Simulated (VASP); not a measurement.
A run of VASP 6.6.1 is set up as follows.

INCAR

```
PREC = Accurate
ENCUT = 520
EDIFF = 1E-7
ISMEAR = -1
SIGMA = 0.1
LREAL = False
LASPH = True
NELM = 100
ALGO = Normal
ISIF = 2
LWAVE = False
LCHARG = False
GGA = PS
NBANDS = 11
```

Contents of KPOINTS:

```
Automatic mesh
0
Gamma
  23 23 6
```

Contents of POSCAR:

```
C
1.0
    1.7091012388      0.0000000000      0.0000000000
   -0.8545506194      1.4801250905      0.0000000000
    0.0000000000      0.0000000000      6.7572124683
C
2
Direct
    0.3333333333      0.6666666667      0.2500000000
    0.6666666667      0.3333333333      0.7500000000
```

Potentials or basis: VASP PAW PBE potentials, release 64 (C).

Run with:

```console
$ cat potpaw_PBE.64/C/POTCAR > POTCAR
$ mpirun -np 1 vasp_std > vasp.out
```

(1) What does it give for the band gap on the k mesh?

(2) What does it give for the pressure?

Results:

(1) zero (bands 4 and 5 overlap by 1.38 eV).

(2) -1.0 GPa.

Caveat: the PAW data sets were made with another functional, which shifts forces and pressure a little; this functional lacks dispersion, which binds the layers, so the pressure and a relaxed spacing across them are unreliable.
